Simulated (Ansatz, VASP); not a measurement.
One calculation of YPdF2, two programs

```xyz
4
Lattice="3.8603 0.0000 0.0000 -1.9302 3.3432 0.0000 0.0000 0.0000 5.7117" Properties=species:S:1:pos:R:3 pbc="T T T"
Y     0.0000    0.0000    2.8559
Pd    0.0000    0.0000    0.0000
F     0.0000    2.2288    3.3787
F     1.9302    1.1144    2.3330
```

Alike in both runs: functional PBE; k mesh 12 × 12 × 8; occupations gaussian, width 0.1 eV; no spin polarisation.

Ansatz relaxed the structure, and its values are those at the end. VASP's run is a single point on that final structure, the one shown.

```csv
,VASP,Ansatz
version,VASP 6.6.1,Ansatz 0.2.0
potentials or method,"VASP PAW PBE potentials, release 64 (Y_sv, Pd, F), cutoff 520 eV","scalar-relativistic, plane waves, PAW"
valence electrons in the cell,35,43
```

|  | VASP | Ansatz | Ansatz less VASP |
| --- | --- | --- | --- |
| gap on the k mesh at the Fermi level (eV) | none | none | - |
| pressure (GPa) | 0.0 | 0.0 | +0.04 |

A gap of «none» marks a metal or a gap that the smearing closes. VASP's potentials hold 35 valence electrons a cell and Ansatz's 43, so a difference there can come from the potentials and not from the codes.
